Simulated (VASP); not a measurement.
# PbO (P4/nmm) in VASP: a series of runs, part 2 of 2

VASP 6.6.1. The steps go on from the part before.

## Step 3: Single point, PBE (strain +0.000 along x and y, -0.015 along z)

Contents of INCAR:

```
SYSTEM = PbO
ALGO = Normal
EDIFF = 1E-6
ENCUT = 520
GGA = PE
ISIF = 2
ISMEAR = 0
LASPH = .True.
LCHARG = .False.
LREAL = .False.
LWAVE = .False.
NBANDS = 28
NELM = 60
PREC = Accurate
SIGMA = 0.05
```

Contents of KPOINTS:

```
k-points
0
Gamma
  8 8 6
  0 0 0
```

Contents of POSCAR:

```
PbO
1.0
    3.9744000000      0.0000000000      0.0000000000
    0.0000000000      3.9744000000      0.0000000000
    0.0000000000      0.0000000000      4.9466700000
Pb O
2 2
Direct
    0.0000000000      0.5000000000      0.2351000000
    0.5000000000      0.0000000000      0.7649000000
    0.0000000000      0.0000000000      0.0000000000
    0.5000000000      0.5000000000      0.0000000000
```

Potentials or basis: VASP PAW PBE potentials, release 64 (Pb_d, O).

On the command line:

```
> cat potpaw_PBE.64/Pb_d/POTCAR potpaw_PBE.64/O/POTCAR > POTCAR
> mpirun -np 1 vasp_std > vasp.out
```

OUTCAR:

```text
SYSTEM = PbO
   EDIFF = 1E-6
   ENCUT = 520
   GGA = PE
   ISIF = 2
   ISMEAR = 0
   LASPH = .True.
   LREAL = .False.
   NELM = 60
   PREC = Accurate

 ion  position               nearest neighbor table
   1  0.000  0.500  0.235-   3 2.30   4 2.30   3 2.30   4 2.30   2 3.65   2 3.65   2 3.65   2 3.65
                             2 3.84   2 3.84   2 3.84   2 3.84
   2  0.500  0.000  0.765-   3 2.30   4 2.30   4 2.30   3 2.30   1 3.65   1 3.65   1 3.65   1 3.65
                             1 3.84   1 3.84   1 3.84   1 3.84
   3  0.000  0.000  0.000-   1 2.30   2 2.30   1 2.30   2 2.30
   4  0.500  0.500  0.000-   1 2.30   2 2.30   2 2.30   1 2.30

  LATTYP: Found a simple tetragonal cell.
 ALAT       =     3.9744000000
 C/A-ratio  =     1.2446331522

  Lattice vectors:

 A1 = (   3.9744000000,   0.0000000000,   0.0000000000)
 A2 = (   0.0000000000,   3.9744000000,   0.0000000000)
 A3 = (   0.0000000000,   0.0000000000,   4.9466700000)

Analysis of symmetry for initial positions (statically):
=====================================================================
 Subroutine PRICEL returns:
 Original cell was already a primitive cell.

[... 176 lines left out ...]
 E-fermi :   5.6000     XC(G=0):  -9.9180

 val. band max:        5.3299784529   @ k =   0.1250   0.0000   0.0000
 cond. band min:       6.5888131626   @ k =   0.5000   0.5000   0.0000
 fundamental gap:      1.2588347097
 Fermi energy:         5.6000352656

 k-point     1 :       0.0000    0.0000    0.0000
  band No.  band energies     occupation
      1     -13.2334      2.00000
      2     -12.6755      2.00000
      3     -10.7132      2.00000
      4     -10.7132      2.00000
      5     -10.6480      2.00000
      6     -10.6165      2.00000
[... 733 lines left out ...]
     27      14.8413      0.00000
     28      14.8413      0.00000

 [... further k-points ...]

------------------------ aborting loop because EDIFF is reached ----------------------------------------

  FORCE on cell =-STRESS in cart. coord.  units (eV):
  Direction    XX          YY          ZZ          XY          YZ          ZX
  --------------------------------------------------------------------------------------
  -------------------------------------------------------------------------------------
  Total        3.1525701      3.1525701      2.8336207      0.0000000      0.0000000      0.0000000
  in kB       64.6426647     64.6426647     58.1026870      0.0000000      0.0000000      0.0000000
  external PRESSURE =      62.4626721 kB  Pullay stress =       0.0000000 kB

 VOLUME and BASIS-vectors are now :
 -----------------------------------------------------------------------------
  energy-cutoff  :      520.00
  volume of cell :       78.14
      direct lattice vectors                 reciprocal lattice vectors
     3.974400000  0.000000000  0.000000000     0.251610306  0.000000000  0.000000000
     0.000000000  3.974400000  0.000000000     0.000000000  0.251610306  0.000000000
     0.000000000  0.000000000  4.946670000     0.000000000  0.000000000  0.202156198

 POSITION                                       TOTAL-FORCE (eV/Angst)
 -----------------------------------------------------------------------------------
      0.00000      1.98720      1.16296        -0.000000      0.000000      0.761746
      1.98720      0.00000      3.78371         0.000000      0.000000     -0.761746
      0.00000      0.00000      0.00000         0.000000     -0.000000      0.000000
      1.98720      1.98720      0.00000         0.000000      0.000000      0.000000
 -----------------------------------------------------------------------------------
    total drift:                                0.000000      0.000000     -0.000000

  FREE ENERGIE OF THE ION-ELECTRON SYSTEM (eV)
  ---------------------------------------------------
  free  energy   TOTEN  =       -21.3723557933 eV

  energy  without entropy=      -21.3723557933  energy(sigma->0) =      -21.37235579
```

It took 57 s on 1 thread of Intel Xeon 6975P-C (Granite Rapids), shared host; peak memory 0.24 GiB.

Results:

| Item | Value |
| --- | --- |
| Free energy | -21.3724 eV |
| Pressure | 6.2 GPa |
| Largest force | 0.762 eV/Å |
| Band gap on the k mesh | 1.26 eV, indirect (least direct gap 2.32 eV) |

Forces on the atoms (eV/Å):
```
Pb   0.000  0.000  0.762
Pb   0.000  0.000 -0.762
O    0.000  0.000  0.000
O    0.000  0.000  0.000
```

Levels at points of the mesh, in eV from the valence-band top:
```csv
k point,band 17,band 18,band 19,band 20,band 21,band 22,band 23,band 24
"(0.00, 0.00, 0.00)",-1.80,-1.80,-1.77,-0.02,2.41,5.52,5.72,5.72
"(0.50, 0.00, 0.00)",-3.14,-3.14,-1.66,-1.66,3.48,3.48,6.63,6.63
"(0.50, 0.50, 0.00)",-1.61,-1.61,-1.15,-1.15,1.26,1.26,5.40,5.40
"(0.00, 0.00, 0.50)",-1.82,-1.82,-1.81,-0.90,1.89,4.05,4.05,4.22
"(0.50, 0.00, 0.50)",-3.11,-3.11,-0.98,-0.98,3.15,3.15,6.39,6.39
"(0.50, 0.50, 0.50)",-2.23,-2.23,-1.15,-1.15,3.54,3.54,4.87,4.87
```

Caveat: the cell differs from its parent crystal (strain +0.000 along x and y, -0.015 along z); spin-orbit coupling is left out, which moves the levels of the heavy elements. A k mesh can miss the band edges.

## Step 4: Single point, PBE (strain -0.015 along x and y, +0.015 along z)

Contents of INCAR:

```
PREC = Accurate
ENCUT = 520
EDIFF = 1E-6
ISMEAR = 0
SIGMA = 0.05
LREAL = False
LASPH = True
NELM = 60
ALGO = Normal
ISIF = 2
LWAVE = False
LCHARG = False
GGA = PE
NBANDS = 28
```

Contents of KPOINTS:

```
Automatic mesh
0
Gamma
  8 8 6
```

Contents of POSCAR:

```
PbO
1.0
    3.9147840000      0.0000000000      0.0000000000
    0.0000000000      3.9147840000      0.0000000000
    0.0000000000      0.0000000000      5.0973300000
Pb O
2 2
Direct
    0.0000000000      0.5000000000      0.2351000000
    0.5000000000      0.0000000000      0.7649000000
    0.0000000000      0.0000000000      0.0000000000
    0.5000000000      0.5000000000      0.0000000000
```

Potentials or basis: VASP PAW PBE potentials, release 64 (Pb_d, O).

On the command line:

```
> cat potpaw_PBE.64/Pb_d/POTCAR potpaw_PBE.64/O/POTCAR > POTCAR
> mpirun -np 1 vasp_std > vasp.out
```

OUTCAR:

```text
PREC = Accurate
   ENCUT = 520
   EDIFF = 1E-6
   ISMEAR = 0
   LREAL = False
   LASPH = True
   NELM = 60
   ISIF = 2
   GGA = PE

 ion  position               nearest neighbor table
   1  0.000  0.500  0.235-   3 2.30   4 2.30   3 2.30   4 2.30   2 3.66   2 3.66   2 3.66   2 3.66
                             2 3.87   2 3.87   2 3.87   2 3.87
   2  0.500  0.000  0.765-   3 2.30   4 2.30   4 2.30   3 2.30   1 3.66   1 3.66   1 3.66   1 3.66
                             1 3.87   1 3.87   1 3.87   1 3.87
   3  0.000  0.000  0.000-   1 2.30   2 2.30   1 2.30   2 2.30
   4  0.500  0.500  0.000-   1 2.30   2 2.30   2 2.30   1 2.30

  LATTYP: Found a simple tetragonal cell.
 ALAT       =     3.9147840000
 C/A-ratio  =     1.3020718384

  Lattice vectors:

 A1 = (   3.9147840000,   0.0000000000,   0.0000000000)
 A2 = (   0.0000000000,   3.9147840000,   0.0000000000)
 A3 = (   0.0000000000,   0.0000000000,   5.0973300000)

Analysis of symmetry for initial positions (statically):
=====================================================================
 Subroutine PRICEL returns:
 Original cell was already a primitive cell.

 Routine SETGRP: Setting up the symmetry group for a
 simple tetragonal supercell.

 Subroutine GETGRP returns: Found 16 space group operations
 (whereof  8 operations were pure point group operations)
 out of a pool of 16 trial point group operations.

The static configuration has the point symmetry D_2d.
 The point group associated with its full space group is D_4h.

Analysis of symmetry for dynamics (positions and initial velocities):
=====================================================================
 Subroutine PRICEL returns:
 Original cell was already a primitive cell.

 Routine SETGRP: Setting up the symmetry group for a
[... 126 lines left out ...]
   ISMEAR =     0;   SIGMA  =   0.05  broadening in eV -4-tet -1-fermi 0-gaus
   EFERMI_NEDOS =   21; number of points for ismear=-14 and -15
   IALGO  =     38    algorithm
   IMIX   =      4    mixing-type and parameters
     AMIX     =   0.40;   BMIX     =  1.00
     AMIX_MAG =   1.60;   BMIX_MAG =  1.00
  volume/ion in A,a.u.               =      19.53       131.79
  Fermi-wavevector in a.u.,A,eV,Ry     =   1.309711  2.474994 23.338646  1.715342
  Thomas-Fermi vector in A             =   2.440291
   LORBIT       =      0    0 simple, 1 ext, 2 COOP (PROOUT), +10 PAW based schemes
   GGA     = PE    functional components
   LHFCALC =     F    Hartree Fock is set to
   AEXX    =    0.0000 exact exchange contribution
   IVDW    =     0    specifies the selected vdW correction
   LEPSILON=     F    determine dielectric tensor
   LRPA    =     F    only Hartree local field effects (RPA)
 non-spin polarized calculation
 Gauss-broadening in eV      SIGMA  =   0.05
  energy-cutoff  :      520.00
  volume of cell :       78.12
 maximum number of plane-waves:      2124
 NGX is ok and might be reduce to    30
   NGX = 15   NGY = 15   NGZ = 19

 number of electron      39.9999998 magnetization

 Free energy of the ion-electron system (eV)
  ---------------------------------------------------
  ext. energy  EPLUGINS =         0.00000000
  ---------------------------------------------------
  free energy    TOTEN  =       -21.34817002 eV

  energy without entropy =      -21.34817002  energy(sigma->0) =      -21.34817002

 E-fermi :   5.7329     XC(G=0):  -9.9086

 val. band max:        5.4562360520   @ k =   0.0000   0.0000   0.0000
 cond. band min:       6.5971991983   @ k =   0.5000   0.5000   0.0000
 fundamental gap:      1.1409631463
 Fermi energy:         5.7329254986

 k-point     1 :       0.0000    0.0000    0.0000
  band No.  band energies     occupation
      1     -13.2943      2.00000
      2     -12.6433      2.00000
      3     -10.6916      2.00000
      4     -10.6916      2.00000
      5     -10.6315      2.00000
      6     -10.6195      2.00000
[... 733 lines left out ...]
     27      14.9152      0.00000
     28      14.9152      0.00000

 [... further k-points ...]

------------------------ aborting loop because EDIFF is reached ----------------------------------------

  FORCE on cell =-STRESS in cart. coord.  units (eV):
  Direction    XX          YY          ZZ          XY          YZ          ZX
  --------------------------------------------------------------------------------------
  -------------------------------------------------------------------------------------
  Total        3.7258104      3.7258104      2.4506483      0.0000000      0.0000000      0.0000000
  in kB       76.4140063     76.4140063     50.2612423      0.0000000      0.0000000      0.0000000
  external PRESSURE =      67.6964183 kB  Pullay stress =       0.0000000 kB

 VOLUME and BASIS-vectors are now :
 -----------------------------------------------------------------------------
  energy-cutoff  :      520.00
  volume of cell :       78.12
      direct lattice vectors                 reciprocal lattice vectors
     3.914784000  0.000000000  0.000000000     0.255441935  0.000000000  0.000000000
     0.000000000  3.914784000  0.000000000     0.000000000  0.255441935  0.000000000
     0.000000000  0.000000000  5.097330000     0.000000000  0.000000000  0.196181138

 POSITION                                       TOTAL-FORCE (eV/Angst)
 -----------------------------------------------------------------------------------
      0.00000      1.95739      1.19838         0.000000      0.000000      0.605642
      1.95739      0.00000      3.89895        -0.000000      0.000000     -0.605642
      0.00000      0.00000      0.00000         0.000000     -0.000000     -0.000000
      1.95739      1.95739      0.00000         0.000000      0.000000     -0.000000
 -----------------------------------------------------------------------------------
    total drift:                                0.000000      0.000000     -0.000000

  FREE ENERGIE OF THE ION-ELECTRON SYSTEM (eV)
  ---------------------------------------------------
  free  energy   TOTEN  =       -21.3481700208 eV

  energy  without entropy=      -21.3481700208  energy(sigma->0) =      -21.34817002
```

OSZICAR:

```text
N       E                     dE             d eps       ncg     rms          rms(c)
DAV:   1     0.468986251382E+03    0.46899E+03   -0.19699E+04  3360   0.171E+03
DAV:   2     0.371335652510E+02   -0.43185E+03   -0.41466E+03  3440   0.456E+02
DAV:   3    -0.230162122343E+02   -0.60150E+02   -0.58516E+02  4172   0.184E+02
DAV:   4    -0.258705535537E+02   -0.28543E+01   -0.28426E+01  3940   0.412E+01
DAV:   5    -0.259553318992E+02   -0.84778E-01   -0.84771E-01  3784   0.772E+00    0.124E+01
DAV:   6    -0.214814990974E+02    0.44738E+01   -0.23351E+01  4944   0.402E+01    0.506E+00
DAV:   7    -0.213749066236E+02    0.10659E+00   -0.26811E+00  4040   0.116E+01    0.247E+00
DAV:   8    -0.213587205584E+02    0.16186E-01   -0.48072E-01  3980   0.470E+00    0.823E-01
DAV:   9    -0.213469625713E+02    0.11758E-01   -0.61863E-02  5356   0.216E+00    0.249E-01
DAV:  10    -0.213484479600E+02   -0.14854E-02   -0.11679E-02  3892   0.735E-01    0.103E-01
DAV:  11    -0.213482039589E+02    0.24400E-03   -0.24013E-03  5304   0.404E-01    0.603E-02
DAV:  12    -0.213481817158E+02    0.22243E-04   -0.24488E-04  4144   0.138E-01    0.349E-02
DAV:  13    -0.213481722817E+02    0.94341E-05   -0.94185E-05  5160   0.689E-02    0.763E-03
DAV:  14    -0.213481707515E+02    0.15302E-05   -0.14208E-05  4632   0.419E-02    0.449E-03
DAV:  15    -0.213481700208E+02    0.73063E-06   -0.26958E-06  2764   0.189E-02
   1 F= -.21348170E+02 E0= -.21348170E+02  d E =-.428512E-17
```

Run time: 63 s. Hardware: 1 thread of Intel Xeon 6975P-C (Granite Rapids), shared host; peak memory 0.24 GiB.

Results:

```yaml
Free_energy: -21.3482 eV
Pressure: 6.8 GPa
Largest_force: 0.606 eV/Å
Band_gap_on_the_k_mesh: 1.14 eV, indirect (least direct gap 2.30 eV)
```

Forces on the atoms (eV/Å):
```
Pb   0.000  0.000  0.606
Pb   0.000  0.000 -0.606
O    0.000  0.000  0.000
O    0.000  0.000  0.000
```

Stress tensor (GPa, compression positive):
```
7.64 0.00 0.00
0.00 7.64 0.00
0.00 0.00 5.03
```

Levels at points of the mesh, in eV from the valence-band top:
```csv
k point,band 17,band 18,band 19,band 20,band 21,band 22,band 23,band 24
"(0.00, 0.00, 0.00)",-1.90,-1.78,-1.78,0.00,2.37,5.34,5.71,5.71
"(0.50, 0.00, 0.00)",-3.18,-3.18,-1.86,-1.86,3.30,3.30,6.58,6.58
"(0.50, 0.50, 0.00)",-1.84,-1.84,-1.16,-1.16,1.14,1.14,5.16,5.16
"(0.00, 0.00, 0.50)",-1.93,-1.81,-1.81,-1.24,2.07,4.05,4.05,4.43
"(0.50, 0.00, 0.50)",-3.15,-3.15,-1.18,-1.18,2.96,2.96,6.45,6.45
"(0.50, 0.50, 0.50)",-2.35,-2.35,-1.16,-1.16,3.34,3.34,4.59,4.59
```

Caveat: the cell differs from its parent crystal (strain -0.015 along x and y, +0.015 along z); spin-orbit coupling is left out, which moves the levels of the heavy elements. A k mesh can miss the band edges.

## Step 5: Overview

```csv
cell,gap on the mesh (eV),pressure (GPa),largest force (eV/Å)
"a = 3.915, b = 3.915, c = 5.022 Å, 4 atoms",1.16,8.2,0.89
"a = 3.974, b = 3.974, c = 4.947 Å, 4 atoms",1.26,6.2,0.76
"a = 3.915, b = 3.915, c = 5.097 Å, 4 atoms",1.14,6.8,0.61
```

Alike in all rows: task single point; level PBE; potentials or basis VASP PAW PBE potentials, release 64 (Pb_d, O); no spin polarisation; k mesh 8 × 8 × 6; cutoff (eV) 520; smearing gaussian 0.05 eV.

Caveats: spin-orbit coupling is left out, which moves the levels of the heavy elements.

Total energies depend on the potentials used, so only differences within one code and one set of settings carry meaning.
